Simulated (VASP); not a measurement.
A run of VASP 6.6.1:

The input INCAR:

```
SYSTEM = MgB2
PREC     = Accurate       ! precision mode
ENCUT    = 520            ! plane-wave cutoff, eV
EDIFF    = 1E-6           ! SCF threshold, eV
ISMEAR   = -1             ! smearing method
SIGMA    = 0.05           ! smearing width, eV
LREAL    = .FALSE.        ! projectors in reciprocal space
LASPH    = .TRUE.         ! aspherical terms in the spheres
NELM     = 60             ! most SCF steps
ALGO     = Normal         ! electronic algorithm
ISIF     = 2              ! what is computed and relaxed
LWAVE    = .FALSE.        ! write WAVECAR
LCHARG   = .FALSE.        ! write CHGCAR
GGA      = PS             ! functional
IVDW     = 12             ! dispersion correction
NBANDS   = 11             ! bands
```

Contents of KPOINTS:

```
Automatic mesh
0
G
  10 10 8
  0 0 0
```

File POSCAR:

```
MgB2
1.0
    3.0220231454      0.0000000000      0.0000000000
   -1.5110115727      2.6171488148      0.0000000000
    0.0000000000      0.0000000000      3.4510818610
Mg B
1 2
Direct
    0.0000000000      0.0000000000      0.0000000000
    0.6666666667      0.3333333333      0.5000000000
    0.3333333333      0.6666666667      0.5000000000
```

Potentials or basis: VASP PAW PBE potentials, release 64 (Mg, B).

Run with:

```sh
$ cat potpaw_PBE.64/Mg/POTCAR potpaw_PBE.64/B/POTCAR > POTCAR
$ mpirun -np 1 vasp_std > vasp.out
```

Hardware: 1 thread of Intel Xeon 6975P-C, with other jobs on the host.

Problem. Estimate the wall time of this run.

Solution. Run time: 10 s on 1 thread of Intel Xeon 6975P-C, on a shared host, peak memory 0.17 GiB. Counts: scf iterations 12, k points 70.
